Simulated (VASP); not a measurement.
# Ag (I4/mmm) in VASP: further runs

Ag is run at these levels: r2SCAN; tasks: single point.

Program: VASP 6.6.1. These are calculated values, not measurements. Logs are shortened: lines on timing, memory, paths and dates and some standing lists are left out, and cuts for length are marked.

### Step 1. The cell of the first run

It takes space group I4/mmm (No. 139, tetragonal). Conventional cell: a = 3.146 Å, b = 3.146 Å, c = 3.394 Å, α = 90.00°, β = 90.00°, γ = 90.00°. Within 3.7 Å of Ag (site symmetry 4/mmm) lie 14 Ag at 2.80 to 3.39 Å.

### Step 2. Single point, r2SCAN (strain -0.050 along x and y, +0.025 along z)

The input, POSCAR:

```
Ag
1.0
   -1.5728713000      1.5728713000      1.6970453500
    1.5728713000     -1.5728713000      1.6970453500
    1.5728713000      1.5728713000     -1.6970453500
Ag
1
Direct
    0.0000000000      0.0000000000      0.0000000000
```

The input, INCAR.step1:

```
ALGO = Normal ; EDIFF = 1E-4
ENCUT = 520 ; GGA = PE
ISMEAR = 0 ; LASPH = T
LCHARG = F ; LREAL = F
LWAVE = T ; NBANDS = 12
NELM = 100 ; PREC = Accurate
SIGMA = 0.15
```

The input, INCAR.step2:

```
ALGO = Normal ; EDIFF = 1E-7
ENCUT = 520 ; ISIF = 2
ISMEAR = 0 ; ISTART = 1
LASPH = T ; LCHARG = F
LMIXTAU = T ; LREAL = F
LWAVE = F ; METAGGA = R2SCAN
NBANDS = 12 ; NELM = 100
PREC = Accurate ; SIGMA = 0.15
```

The input, KPOINTS:

```
k-points
0
Gamma
  20 20 20
```

Potentials or basis: VASP PAW PBE potentials, release 64 (Ag).

Run with:

```bash
$ cat potpaw_PBE.64/Ag/POTCAR > POTCAR
$ cp INCAR.step1 INCAR
$ mpirun -np 1 vasp_std > vasp.out
$ cp INCAR.step2 INCAR
$ mpirun -np 1 vasp_std > vasp.out
```

OUTCAR:

```text
EDIFF = 1E-7
   ENCUT = 520
   ISIF = 2
   ISMEAR = 0
   ISTART = 1
   LASPH = T
   LREAL = F
   METAGGA = R2SCAN
   NELM = 100
   PREC = Accurate

 ion  position               nearest neighbor table
   1  0.000  0.000  0.000-

  LATTYP: Found a body centered tetragonal cell.
 ALAT       =     3.1457426000
 C/A-ratio  =     1.0789473684

  Lattice vectors:

 A1 = (  -1.5728713000,   1.5728713000,   1.6970453500)
 A2 = (   1.5728713000,  -1.5728713000,   1.6970453500)
 A3 = (   1.5728713000,   1.5728713000,  -1.6970453500)

Analysis of symmetry for initial positions (statically):
=====================================================================
 Subroutine PRICEL returns:
 Original cell was already a primitive cell.

 Routine SETGRP: Setting up the symmetry group for a
 body centered tetragonal supercell.

 Subroutine GETGRP returns: Found 16 space group operations
 (whereof 16 operations were pure point group operations)
 out of a pool of 16 trial point group operations.

The static configuration has the point symmetry D_4h.

Analysis of symmetry for dynamics (positions and initial velocities):
=====================================================================
 Subroutine PRICEL returns:
 Original cell was already a primitive cell.

 Routine SETGRP: Setting up the symmetry group for a
 body centered tetragonal supercell.

 Subroutine GETGRP returns: Found 16 space group operations
 (whereof 16 operations were pure point group operations)
 out of a pool of 16 trial point group operations.

The dynamic configuration has the point symmetry D_4h.

 Subroutine INISYM returns: Found 16 space group operations
 (whereof 16 operations are pure point group operations),
 and found     1 'primitive' translations

----------------------------------------------------------------------------------------

                                     Primitive cell

  volume of cell :      16.7934

  direct lattice vectors                    reciprocal lattice vectors
    -1.572871300  1.572871300  1.697045350     0.000000000  0.317889963  0.294629722
     1.572871300 -1.572871300  1.697045350     0.317889963  0.000000000  0.294629722
     1.572871300  1.572871300 -1.697045350     0.317889963  0.317889963  0.000000000

  length of vectors
     2.797822577  2.797822577  2.797822577     0.433429005  0.433429005  0.449564298

  position of ions in fractional coordinates (direct lattice)
     0.000000000  0.000000000  0.000000000

  ion indices of the primitive-cell ions
   primitive index   ion index
                 1           1

----------------------------------------------------------------------------------------

 KPOINTS: k-points

Automatic generation of k-mesh.
 Grid dimensions read from file:
 generate k-points for:   20   20   20

 Generating k-lattice:

  Cartesian coordinates                     Fractional coordinates (reciprocal lattice)
     0.000000000  0.015894498  0.014731486     0.050000000  0.000000000 -0.000000000
     0.015894498  0.000000000  0.014731486     0.000000000  0.050000000 -0.000000000
     0.015894498  0.015894498  0.000000000     0.000000000  0.000000000  0.050000000

  Length of vectors
     0.021671450  0.021671450  0.022478215

  Shift w.r.t. Gamma in fractional coordinates (k-lattice)
     0.000000000  0.000000000  0.000000000

 Subroutine IBZKPT returns following result:
 ===========================================

 Found    641 irreducible k-points:

 Following reciprocal coordinates:
            Coordinates               Weight
  0.000000  0.000000  0.000000      1.000000
  0.050000 -0.000000  0.000000      8.000000
  0.100000 -0.000000  0.000000      8.000000
  0.150000 -0.000000  0.000000      8.000000
  0.200000 -0.000000  0.000000      8.000000
  0.250000 -0.000000  0.000000      8.000000
[... 16 lines left out ...]
 -0.400000  0.050000  0.000000     16.000000
 -0.350000  0.050000 -0.000000     16.000000
 [... further k-points ...]
   k-points           NKPTS =    641   k-points in BZ     NKDIM =    641   number of bands    NBANDS=     12
   number of dos      NEDOS =    301   number of ions     NIONS =      1
   total plane-waves  NPLWV =  13824
   dimension x,y,z NGX =    24 NGY =   24 NGZ =   24
   dimension x,y,z NGXF=    48 NGYF=   48 NGZF=   48
   ions per type =               1
   NGX,Y,Z   is equivalent  to a cutoff of  14.26, 14.26, 14.26 a.u.
   NGXF,Y,Z  is equivalent  to a cutoff of  28.52, 28.52, 28.52 a.u.
 SYSTEM =  unknown system
   PREC   = accura    normal or accurate (medium, high low for compatibility)
   ISTART =      1    job   : 0-new  1-cont  2-samecut
   ICHARG =      0    charge: 1-file 2-atom 10-const
   ISPIN  =      1    spin polarized calculation?
   LNONCOLLINEAR =      F non collinear calculations
   LSORBIT =      F    spin-orbit coupling
   LASPH  =      T    aspherical Exc in radial PAW
   ENCUT  =  520.0 eV  38.22 Ry    6.18 a.u.   5.20  5.20  5.20*2*pi/ulx,y,z
   NELM   =    100;   NELMIN=  2; NELMDL=  0     # of ELM steps
   EDIFF  = 0.1E-06   stopping-criterion for ELM
   LREAL  =      F    real-space projection
   EDIFFG = 0.1E-05   stopping-criterion for IOM
   NSW    =      0    number of steps for IOM
   IBRION =     -1    ionic relax: 0-MD 1-quasi-New 2-CG
   NFREE  =      0    steps in history (QN), initial steepest desc. (CG)
   ISIF   =      2    stress and relaxation
   ISYM   =      2    0-nonsym 1-usesym 2-fastsym
   POTIM  = 0.5000    time-step for ionic-motion
   TEBEG  =    0.0;   TEEND  =   0.0 temperature during run
   PSTRESS=    0.0 pullay stress
   NELECT =      11.0000    total number of electrons
   NUPDOWN=      -1.0000    fix difference up-down
   EMIN   =  10.00;   EMAX   =-10.00  energy-range for DOS
   EFERMI =   0.00;   METHOD = LEGACY
   ISMEAR =     0;   SIGMA  =   0.15  broadening in eV -4-tet -1-fermi 0-gaus
   EFERMI_NEDOS =   21; number of points for ismear=-14 and -15
   IALGO  =     38    algorithm
   IMIX   =      4    mixing-type and parameters
     AMIX     =   0.40;   BMIX     =  1.00
     AMIX_MAG =   1.60;   BMIX_MAG =  1.00
  volume/ion in A,a.u.               =      16.79       113.33
  Fermi-wavevector in a.u.,A,eV,Ry     =   1.421758  2.686734 27.502773  2.021397
  Thomas-Fermi vector in A             =   2.542534
   LORBIT       =      0    0 simple, 1 ext, 2 COOP (PROOUT), +10 PAW based schemes
   METAGGA = R2SCAN    functional components
   LHFCALC =     F    Hartree Fock is set to
   AEXX    =    0.0000 exact exchange contribution
   IVDW    =     0    specifies the selected vdW correction
   LEPSILON=     F    determine dielectric tensor
   LRPA    =     F    only Hartree local field effects (RPA)
 non-spin polarized calculation
 Gauss-broadening in eV      SIGMA  =   0.15
  energy-cutoff  :      520.00
  volume of cell :       16.79
 maximum number of plane-waves:       462
 NGX is ok and might be reduce to    24
   NGX = 11   NGY = 11   NGZ = 11

 number of electron      11.0000003 magnetization

 Free energy of the ion-electron system (eV)
  ---------------------------------------------------
  ext. energy  EPLUGINS =         0.00000000
  ---------------------------------------------------
  free energy    TOTEN  =       -21.31853188 eV

  energy without entropy =      -21.31483643  energy(sigma->0) =      -21.31668415

 E-fermi :   8.6852     XC(G=0): -13.0746

 val. band max:        8.6629439916   @ k =   0.5000   0.3000   0.1000
 cond. band min:       8.6952038571   @ k =   0.3000   0.2000   0.0000
 fundamental gap:      0.0322598654
 Fermi energy:         8.6852114204

 k-point     1 :       0.0000    0.0000    0.0000
  band No.  band energies     occupation
      1       0.5746      2.00000
      2       3.2352      2.00000
      3       3.2352      2.00000
      4       3.5761      2.00000
      5       4.4920      2.00000
      6       4.8644      2.00000
      7      26.6000      0.00000
      8      27.8640      0.00000
      9      27.8640      0.00000
     10      32.7335      0.00000
     11      34.0289      0.00000
     12      34.1812      0.00000

 k-point     2 :       0.0500   -0.0000    0.0000
  band No.  band energies     occupation
      1       0.6595      2.00000
      2       3.2405      2.00000
      3       3.2508      2.00000
      4       3.5889      2.00000
      5       4.4786      2.00000
      6       4.8532      2.00000
      7      26.5401      0.00000
      8      27.6789      0.00000
      9      27.9216      0.00000
     10      31.8859      0.00000
     11      33.2318      0.00000
     12      34.3830      0.00000

 k-point     3 :       0.1000   -0.0000    0.0000
  band No.  band energies     occupation
      1       0.9063      2.00000
      2       3.2580      2.00000
      3       3.2607      2.00000
      4       3.6636      2.00000
      5       4.4428      2.00000
      6       4.8264      2.00000
      7      26.0944      0.00000
      8      27.2094      0.00000
      9      28.0842      0.00000
     10      30.9970      0.00000
     11      32.0650      0.00000
     12      33.0223      0.00000

 k-point     4 :       0.1500   -0.0000    0.0000
  band No.  band energies     occupation
      1       1.2823      2.00000
      2       3.2149      2.00000
      3       3.3035      2.00000
      4       3.8485      2.00000
      5       4.3991      2.00000
      6       4.7975      2.00000
      7      24.7802      0.00000
      8      26.7398      0.00000
      9      28.3201      0.00000
     10      30.6741      0.00000
     11      31.3046      0.00000
     12      31.5365      0.00000

 k-point     5 :       0.2000   -0.0000    0.0000
  band No.  band energies     occupation
      1       1.6975      2.00000
      2       3.1248      2.00000
      3       3.4490      2.00000
      4       4.1275      2.00000
      5       4.3680      2.00000
      6       4.7780      2.00000
      7      22.9262      0.00000
      8      26.1140      0.00000
      9      28.5435      0.00000
     10      30.1218      0.00000
     11      30.6600      0.00000
     12      31.2596      0.00000
[... 228 lines left out ...]
      1       1.8513      2.00000
      2       2.6724      2.00000
      3       4.3883      2.00000
      4       4.8745      2.00000
      5       5.6099      2.00000
      6       8.5548      1.78095
      7      12.9805      0.00000
      8      22.9027      0.00000
      9      24.2710      0.00000
     10      30.1578      0.00000
     11      31.9123      0.00000
     12      33.0147      0.00000

 k-point    22 :      -0.4500    0.0500   -0.0000
  band No.  band energies     occupation
      1       1.8967      2.00000
      2       2.7043      2.00000
      3       4.3695      2.00000
      4       4.8715      2.00000
      5       5.4588      2.00000
      6       7.6548      2.00000
      7      14.1553      0.00000
      8      23.1134      0.00000
      9      24.6018      0.00000
     10      30.0567      0.00000
     11      31.7208      0.00000
     12      33.0329      0.00000

 k-point    23 :      -0.4000    0.0500    0.0000
  band No.  band energies     occupation
      1       1.9766      2.00000
      2       2.7675      2.00000
      3       4.3528      2.00000
      4       4.8256      2.00000
      5       5.1789      2.00000
      6       6.5319      2.00000
      7      15.8592      0.00000
      8      23.5110      0.00000
      9      25.2305      0.00000
     10      29.8766      0.00000
     11      31.5010      0.00000
     12      32.9742      0.00000

 k-point    24 :      -0.3500    0.0500   -0.0000
  band No.  band energies     occupation
      1       2.0605      2.00000
      2       2.8570      2.00000
      3       4.3384      2.00000
      4       4.5894      2.00000
      5       4.9145      2.00000
      6       5.5519      2.00000
      7      17.7850      0.00000
      8      24.0786      0.00000
      9      26.1018      0.00000
     10      29.6224      0.00000
     11      31.3334      0.00000
     12      32.6029      0.00000

 [... further k-points ...]
[... 5 lines left out ...]
  --------------------------------------------------------------------------------------
  -------------------------------------------------------------------------------------
  Total        0.3944412      0.3944412      0.5441212      0.0000000      0.0000000      0.0000000
  in kB       37.6316328     37.6316328     51.9118345      0.0000000      0.0000000      0.0000000
  external PRESSURE =      42.3917001 kB  Pullay stress =       0.0000000 kB

 VOLUME and BASIS-vectors are now :
 -----------------------------------------------------------------------------
  energy-cutoff  :      520.00
  volume of cell :       16.79
      direct lattice vectors                 reciprocal lattice vectors
    -1.572871300  1.572871300  1.697045350     0.000000000  0.317889963  0.294629722
     1.572871300 -1.572871300  1.697045350     0.317889963  0.000000000  0.294629722
     1.572871300  1.572871300 -1.697045350     0.317889963  0.317889963  0.000000000

 POSITION                                       TOTAL-FORCE (eV/Angst)
 -----------------------------------------------------------------------------------
      0.00000      0.00000      0.00000         0.000000      0.000000      0.000000
 -----------------------------------------------------------------------------------
    total drift:                               -0.000000      0.000000     -0.000000

  FREE ENERGIE OF THE ION-ELECTRON SYSTEM (eV)
  ---------------------------------------------------
  free  energy   TOTEN  =       -21.3185318801 eV

  energy  without entropy=      -21.3148364260  energy(sigma->0) =      -21.31668415
```

Wall time 2.5 min (1 thread of Intel Xeon 6975P-C (Granite Rapids), shared host); peak memory 0.24 GiB.

What came out:

- Free energy: -21.3185 eV
- Pressure: 4.2 GPa
- Band gap on the k mesh: zero (an odd number of electrons rules out a gap without spin polarisation)

Caveat: the cell differs from its parent crystal (strain -0.050 along x and y, +0.025 along z); the cell stands under pressure; the PAW data sets were made with another functional, which shifts forces and pressure a little.

### Step 3. Single point, r2SCAN (strain -0.050 along x and y, +0.050 along z)

The input, POSCAR:

```
Ag
1.0
   -1.5728713000      1.5728713000      1.7384367000
    1.5728713000     -1.5728713000      1.7384367000
    1.5728713000      1.5728713000     -1.7384367000
Ag
1
Direct
    0.0000000000      0.0000000000      0.0000000000
```

The input, INCAR.step1:

```
PREC = Accurate
ENCUT = 520
ISMEAR = 0
SIGMA = 0.15
LREAL = False
LASPH = True
NELM = 100
NBANDS = 12
GGA = PE
ALGO = Normal
EDIFF = 1E-4
LWAVE = True
LCHARG = False
```

The input, INCAR.step2:

```
PREC = Accurate
ENCUT = 520
EDIFF = 1E-7
ISMEAR = 0
SIGMA = 0.15
LREAL = False
LASPH = True
NELM = 100
ALGO = Normal
ISIF = 2
LWAVE = False
LCHARG = False
METAGGA = R2SCAN
LMIXTAU = True
NBANDS = 12
ISTART = 1
```

The input, KPOINTS:

```
Automatic mesh
0
Gamma
  20 20 20
```

Potentials or basis: VASP PAW PBE potentials, release 64 (Ag).

Run with:

```bash
$ cat potpaw_PBE.64/Ag/POTCAR > POTCAR
$ cp INCAR.step1 INCAR
$ mpirun -np 1 vasp_std > vasp.out
$ cp INCAR.step2 INCAR
$ mpirun -np 1 vasp_std > vasp.out
```

Wall time 2.6 min (1 thread of Intel Xeon 6975P-C (Granite Rapids), shared host); peak memory 0.25 GiB.

The run converged. Its results:

* Free energy: -21.3285 eV
* Pressure: 1.4 GPa
* Band gap on the k mesh: zero (an odd number of electrons rules out a gap without spin polarisation)

Stress tensor (GPa, compression positive):
```
0.82 0.00 0.00
0.00 0.82 0.00
0.00 0.00 2.54
```

Levels at points of the mesh, in eV from the Fermi level:
```tsv
k point	band 3	band 4	band 5	band 6	band 7	band 8	band 9	band 10
(0.00, 0.00, 0.00)	-5.35	-4.93	-4.20	-3.75	17.64	19.20	19.20	23.23
(0.50, 0.00, 0.00)	-4.30	-3.70	-2.95	-0.16	3.93	14.45	15.88	21.21
(0.50, 0.50, 0.00)	-3.65	-3.62	-2.84	0.44	4.94	12.86	13.55	19.46
(0.50, 0.50, 0.50)	-3.23	-3.08	-3.08	5.32	8.24	8.24	11.47	14.68
```

Caveat: the cell differs from its parent crystal (strain -0.050 along x and y, +0.050 along z); the PAW data sets were made with another functional, which shifts forces and pressure a little.

The gap in the log of VASP goes by the Fermi energy; the results here count the filled bands.